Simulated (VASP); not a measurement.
# Ag (Fm-3m) in VASP: further runs, part 3 of 3

VASP 6.6.1.

## 4. Relaxation of cell and atoms, SVWN5

INCAR

```
PREC = Accurate ; ENCUT = 600
EDIFF = 1E-7 ; ISMEAR = -1
SIGMA = 0.05 ; LREAL = False
LASPH = True ; NELM = 80
ALGO = Fast ; ISIF = 3
LWAVE = False ; LCHARG = False
GGA = VW ; IBRION = 2
NSW = 60 ; EDIFFG = -0.01
```

KPOINTS

```
regular mesh
0
Gamma
  11 11 11
```

POSCAR

```
Ag
1.0
    0.0000000000      2.0427500000      2.0427500000
    2.0427500000      0.0000000000      2.0427500000
    2.0427500000      2.0427500000      0.0000000000
Ag
1
Direct
    0.0000000000      0.0000000000      0.0000000000
```

Potentials or basis: VASP PAW PBE potentials, release 64 (Ag).

On the command line:

```bash
cat potpaw_PBE.64/Ag/POTCAR > POTCAR
mpirun -np 1 vasp_std > vasp.out
```

OUTCAR:

```text
PREC = Accurate
   ENCUT = 600
   EDIFF = 1E-7
   ISMEAR = -1
   LREAL = False
   LASPH = True
   NELM = 80
   ISIF = 3
   GGA = VW
   IBRION = 2
   NSW = 60
   EDIFFG = -0.01

 ion  position               nearest neighbor table
   1  0.000  0.000  0.000-

  LATTYP: Found a face centered cubic cell.
 ALAT       =     4.0855000000

  Lattice vectors:

 A1 = (   0.0000000000,   2.0427500000,   2.0427500000)
 A2 = (   2.0427500000,   0.0000000000,   2.0427500000)
 A3 = (   2.0427500000,   2.0427500000,   0.0000000000)

Analysis of symmetry for initial positions (statically):
=====================================================================
 Subroutine PRICEL returns:
 Original cell was already a primitive cell.

 Routine SETGRP: Setting up the symmetry group for a
 face centered cubic supercell.

 Subroutine GETGRP returns: Found 48 space group operations
 (whereof 48 operations were pure point group operations)
 out of a pool of 48 trial point group operations.

The static configuration has the point symmetry O_h .

Analysis of symmetry for dynamics (positions and initial velocities):
=====================================================================
 Subroutine PRICEL returns:
 Original cell was already a primitive cell.

 Routine SETGRP: Setting up the symmetry group for a
 face centered cubic supercell.

 Subroutine GETGRP returns: Found 48 space group operations
 (whereof 48 operations were pure point group operations)
 out of a pool of 48 trial point group operations.

The dynamic configuration has the point symmetry O_h .

 Subroutine INISYM returns: Found 48 space group operations
 (whereof 48 operations are pure point group operations),
 and found     1 'primitive' translations

----------------------------------------------------------------------------------------

                                     Primitive cell

  volume of cell :      17.0481

  direct lattice vectors                    reciprocal lattice vectors
     0.000000000  2.042750000  2.042750000    -0.244768082  0.244768082  0.244768082
     2.042750000  0.000000000  2.042750000     0.244768082 -0.244768082  0.244768082
     2.042750000  2.042750000  0.000000000     0.244768082  0.244768082 -0.244768082

  length of vectors
[... 115 lines left out ...]
  volume of cell :       17.05
 maximum number of plane-waves:       578
   NGX = 11   NGY = 11   NGZ = 11

--------------------------------------- Ionic step        1  -------------------------------------------

 number of electron      10.9999999 magnetization

 Free energy of the ion-electron system (eV)
  ---------------------------------------------------
  ext. energy  EPLUGINS =         0.00000000
  ---------------------------------------------------
  free energy    TOTEN  =        -3.74177731 eV

  energy without entropy =       -3.73889501  energy(sigma->0) =       -3.74033616

------------------------ aborting loop because EDIFF is reached ----------------------------------------

  FORCE on cell =-STRESS in cart. coord.  units (eV):
  Direction    XX          YY          ZZ          XY          YZ          ZX
  --------------------------------------------------------------------------------------
  -------------------------------------------------------------------------------------
  Total       -0.8436169     -0.8436169     -0.8436169      0.0000000      0.0000000      0.0000000
  in kB      -79.2830193    -79.2830193    -79.2830193      0.0000000      0.0000000      0.0000000
  external PRESSURE =     -79.2830193 kB  Pullay stress =       0.0000000 kB
[... 22 lines left out ...]
--------------------------------------- Ionic step        2  -------------------------------------------

 number of electron      10.9999998 magnetization

 E-fermi :  10.0057     XC(G=0): -13.3304

 val. band max:        9.8995179056   @ k =  -0.4545   0.0909   0.0000
 cond. band min:      10.0907019890   @ k =   0.4545   0.3636   0.0000
 fundamental gap:      0.1911840834
 Fermi energy:        10.0056831487

 k-point     1 :       0.0000    0.0000    0.0000
  band No.  band energies     occupation
      1       1.0480      2.00000
      2       4.5944      2.00000
      3       4.5944      2.00000
      4       4.5944      2.00000
      5       5.9043      2.00000
      6       5.9043      2.00000
      7      26.1544      0.00000
      8      30.3942      0.00000
      9      30.3942      0.00000
[... 310 lines left out ...]
--------------------------------------- Ionic step        3  -------------------------------------------

 number of electron      11.0000002 magnetization

 Free energy of the ion-electron system (eV)
  ---------------------------------------------------
  ext. energy  EPLUGINS =         0.00000000
  ---------------------------------------------------
  free energy    TOTEN  =        -3.77168401 eV

  energy without entropy =       -3.76967771  energy(sigma->0) =       -3.77068086

 E-fermi :   9.1472     XC(G=0): -12.9823

 val. band max:        9.0774415883   @ k =  -0.4545   0.0909   0.0000
 cond. band min:       9.2103219189   @ k =   0.4545   0.3636   0.0000
 fundamental gap:      0.1328803307
 Fermi energy:         9.1472402335

 k-point     1 :       0.0000    0.0000    0.0000
  band No.  band energies     occupation
      1       0.6169      2.00000
      2       3.9459      2.00000
      3       3.9459      2.00000
      4       3.9459      2.00000
      5       5.1310      2.00000
      6       5.1310      2.00000
      7      25.1853      0.00000
      8      29.0748      0.00000
      9      29.0748      0.00000
[... 304 lines left out ...]
  FREE ENERGIE OF THE ION-ELECTRON SYSTEM (eV)
  ---------------------------------------------------
  free  energy   TOTEN  =        -3.7716840143 eV

  energy  without entropy=       -3.7696777120  energy(sigma->0) =       -3.77068086

 reached required accuracy - stopping structural energy minimisation
```

OSZICAR:

```text
N       E                     dE             d eps       ncg     rms          rms(c)
DAV:   1     0.507544967143E+02    0.50754E+02   -0.61390E+03  1016   0.124E+03
DAV:   2    -0.372309708605E+01   -0.54478E+02   -0.52007E+02  1036   0.226E+02
DAV:   3    -0.415963066209E+01   -0.43653E+00   -0.43637E+00  1153   0.250E+01
[... 35 lines left out ...]
RMM:  10    -0.377183341001E+01    0.18078E-04   -0.41044E-06  1008   0.258E-02    0.125E-01
RMM:  11    -0.377169757356E+01    0.13584E-03   -0.18938E-04  1046   0.156E-01    0.716E-02
RMM:  12    -0.377168572328E+01    0.11850E-04   -0.16621E-05  1008   0.497E-02    0.294E-02
RMM:  13    -0.377168406168E+01    0.16616E-05   -0.32199E-06  1008   0.222E-02    0.709E-03
RMM:  14    -0.377168401426E+01    0.47424E-07   -0.27448E-07   751   0.728E-03
   3 F= -.37716840E+01 E0= -.37706809E+01  d E =-.299067E-01
```

Wall time 47 s (1 thread of Intel Xeon 8259CL, shared host); peak memory 0.14 GiB.

Results:

* Free energy: -3.7717 eV
* Relaxed volume: 15.94 Å³/atom
* Relaxed cell: a = 2.825 Å, b = 2.825 Å, c = 2.825 Å, α = 60.00°, β = 60.00°, γ = 60.00°
* Space group after relaxing (to 0.1 Å): Fm-3m (No. 225)
* Energy gained by relaxing: 29.9 meV/atom
* Ionic steps: 3
* Pressure after relaxing: -0.1 GPa
* Band gap on the k mesh: zero (an odd number of electrons rules out a gap without spin polarisation)

The path:
| step | energy change (eV) | largest force (eV/Å) | pressure (GPa) | volume (Å³) |
| --- | --- | --- | --- | --- |
| 1 | 0.0000 | 0.0000 | -7.93 | 17.05 |
| 2 | -0.0056 | 0.0000 | 9.44 | 15.05 |
| 3 | -0.0299 | 0.0000 | -0.07 | 15.94 |

Final structure:
```xyz
1
Lattice="0.0000 1.9974 1.9974 1.9974 0.0000 1.9974 1.9974 1.9974 0.0000" Properties=species:S:1:pos:R:3 pbc="T T T"
Ag    0.0000    0.0000    0.0000
```

Levels at points of the mesh, in eV from the Fermi level:
```
           k point  band 2  band 3  band 4  band 5  band 6  band 7  band 8  band 9
(0.00, 0.00, 0.00)   -5.20   -5.20   -5.20   -4.02   -4.02   16.04   19.93   19.93
```

Caveat: the PAW data sets were made with another functional, which shifts forces and pressure a little.

## 5. Single point, LDA, non-collinear spin, zero start, spin-orbit coupling

INCAR

```
  ALGO = Fast
  EDIFF = 1E-7
  ENCUT = 520
  GGA_COMPAT = False
  ISIF = 2
  ISMEAR = -1
  LASPH = True
  LCHARG = True
  LMAXMIX = 4
  LORBIT = 11
  LORBMOM = True
  LREAL = False
  LSORBIT = True
  LVHAR = True
  LWAVE = False
  MAGMOM = 0 0 0
  NBANDS = 22
  NELM = 150
  PREC = Accurate
  SIGMA = 0.05
```

KPOINTS

```
k-points
0
Gamma
  11 11 11
```

POSCAR is that of step 4.

Potentials or basis: VASP PAW LDA potentials, release 64 (Ag).

On the command line:

```bash
cat potpaw_LDA.64/Ag/POTCAR > POTCAR
mpirun -np 1 vasp_ncl > vasp.out
```

It took 1.7 min on 1 thread of Intel Xeon 8259CL, shared host; peak memory 0.19 GiB.

Results (log left out):

```
Free energy                                           : -3.7907 eV
Pressure                                              : -7.6 GPa
Net moment                                            : 0.00 μB per cell
Valence electrons inside the program's atomic spheres : Ag 9.87
```

Moments on the atoms (μB; x, y, z):
```
Ag  0.00 0.00 0.00
```

Caveat: the cell stands under tension.

## 6. Relaxation of cell and atoms, r2SCAN+rVV10

POSCAR is that of step 5.

INCAR.step1

```
PREC = Accurate
ENCUT = 600
ISMEAR = -1
SIGMA = 0.05
LREAL = False
LASPH = True
NELM = 60
GGA = PE
ALGO = Normal
EDIFF = 1E-4
LWAVE = True
LCHARG = False
```

INCAR.step2

```
PREC = Accurate
ENCUT = 600
EDIFF = 1E-7
ISMEAR = -1
SIGMA = 0.05
LREAL = False
LASPH = True
NELM = 60
ALGO = Normal
ISIF = 3
LWAVE = False
LCHARG = False
METAGGA = R2SCAN
LMIXTAU = True
LUSE_VDW = True
IVDW_NL = 2
BPARAM = 11.95
CPARAM = 0.0093
IBRION = 2
NSW = 60
EDIFFG = -0.01
ISTART = 1
```

KPOINTS

```
regular mesh
0
Gamma
  11 11 11
```

Potentials or basis: VASP PAW PBE potentials, release 64 (Ag).

On the command line:

```bash
cat potpaw_PBE.64/Ag/POTCAR > POTCAR
cp INCAR.step1 INCAR
mpirun -np 1 vasp_std > vasp.out
cp INCAR.step2 INCAR
mpirun -np 1 vasp_std > vasp.out
```

Run time: 4.6 min. Hardware: 1 thread of Intel Xeon 8259CL, shared host; peak memory 0.23 GiB.

Results (log left out):

- Free energy: -21.0381 eV
- Relaxed volume: 16.96 Å³/atom
- Relaxed cell: a = 2.884 Å, b = 2.884 Å, c = 2.884 Å, α = 60.00°, β = 60.00°, γ = 60.00°
- Space group after relaxing (to 0.1 Å): Fm-3m (No. 225)
- Energy gained by relaxing: 0.1 meV/atom
- Ionic steps: 3
- Pressure after relaxing: 0.0 GPa
- Band gap on the k mesh: zero (an odd number of electrons rules out a gap without spin polarisation)

The path:
```
step  energy change (eV)  largest force (eV/Å)  pressure (GPa)  volume (Å³)
   1              0.0000                0.0000           -0.54        17.05
   2             -0.0001                0.0000            0.41        16.91
   3             -0.0001                0.0000            0.01        16.96
```

Final structure:
```yaml
crystal:
  lattice:
    - [0.00000, 2.03934, 2.03934]
    - [2.03934, 0.00000, 2.03934]
    - [2.03934, 2.03934, 0.00000]
  atoms:
    - { symbol: Ag, position: [0.00000, 0.00000, 0.00000] }
```

Levels at points of the mesh, in eV from the Fermi level:
```csv
k point,band 4,band 5,band 6,band 7,band 8,band 9
"(0.00, 0.00, 0.00)",-5.42,-4.36,-4.36,16.38,20.15,20.15
```

Caveat: the PAW data sets were made with another functional, which shifts forces and pressure a little.

## 7. Summary

| task | level | potentials or basis | spin | cell | k mesh | cutoff (eV) | smearing | gap on the mesh (eV) | pressure (GPa) | moment (μB) | relaxed volume (Å³/atom) |
| --- | --- | --- | --- | --- | --- | --- | --- | --- | --- | --- | --- |
| single point | PBE | VASP PAW PBE potentials, release 64 (Ag) | off | a = 2.889 Å, angles 60.0°, 1 atom | 20 × 20 × 20 | 520 | fermi-dirac 0.05 eV | none | 4.6 | - | - |
| single point | r2SCAN+rVV10 | VASP PAW PBE potentials, release 64 (Ag) | non-collinear, zero start, SOC | a = 2.768 Å, angles 60.0°, 1 atom | 11 × 11 × 11 | 550 | gaussian 0.05 eV | - | 19.6 | 0.00 | - |
| relaxation of cell and atoms | SVWN5 | VASP PAW PBE potentials, release 64 (Ag) | off | relaxed from a = 2.889 Å, angles 60.0°, 1 atom | 11 × 11 × 11 | 600 | fermi-dirac 0.05 eV | none | -0.1 | - | 15.94 |
| single point | LDA | VASP PAW LDA potentials, release 64 (Ag) | non-collinear, zero start, SOC | a = 2.889 Å, angles 60.0°, 1 atom | 11 × 11 × 11 | 520 | fermi-dirac 0.05 eV | - | -7.6 | 0.00 | - |
| relaxation of cell and atoms | r2SCAN+rVV10 | VASP PAW PBE potentials, release 64 (Ag) | off | relaxed from a = 2.889 Å, angles 60.0°, 1 atom | 11 × 11 × 11 | 600 | fermi-dirac 0.05 eV | none | 0.0 | - | 16.96 |

Caveats: the PAW data sets were made with another functional, which shifts forces and pressure a little (at least some runs); the cell stands under pressure (at least some runs); the cell stands under tension (at least some runs).

Absolute energies hang on the potentials; compare differences alone.
